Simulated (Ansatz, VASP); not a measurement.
# One calculation of ZnS, two programs

```
CELL_PARAMETERS angstrom
-3.84620 0.00000 0.00000
-1.92310 -3.33091 0.00000
-5.28834 -3.05322 18.89858
ATOMIC_POSITIONS crystal
Zn 0.55050 0.55050 0.77065
Zn 0.34215 0.34215 0.27065
Zn 0.03651 0.03651 0.60408
Zn 0.82816 0.82816 0.10408
Zn 0.73089 0.73089 0.93750
Zn 0.52254 0.52254 0.43750
S 0.22757 0.22757 0.39564
S 0.43592 0.43592 0.89564
S 0.19963 0.19963 0.06248
S 0.40798 0.40798 0.56248
S 0.92216 0.92216 0.72884
S 0.71381 0.71381 0.22884
```

Alike in both runs: task single point; functional PBE; k mesh 8 × 8 × 2; occupations gaussian, width 0.05 eV; no spin polarisation.

|  | VASP | Ansatz |
| --- | --- | --- |
| version | VASP 6.6.1 | Ansatz 0.2.0 |
| potentials or method | VASP PAW PBE potentials, release 64 (Zn, S), cutoff 520 eV | scalar-relativistic, plane waves, PAW |
| valence electrons in the cell | 108 | 108 |

|  | VASP | Ansatz | Ansatz less VASP |
| --- | --- | --- | --- |
| gap on the k mesh at the Fermi level (eV) | 1.30 | 1.30 | 0.000 |
| least direct gap on the mesh (eV) | 1.30 | 1.30 | 0.000 |
| pressure (GPa) | 0.0 | -0.2 | -0.15 |
| traceless stress, the component that is largest in VASP (GPa) | 1.32 | 1.33 | +0.015 |
| rms of the force components (eV/Å) | 0.116 | 0.115 | -0.0006 |

Atom by atom the forces differ by 0.003 eV/Å (rms over components).
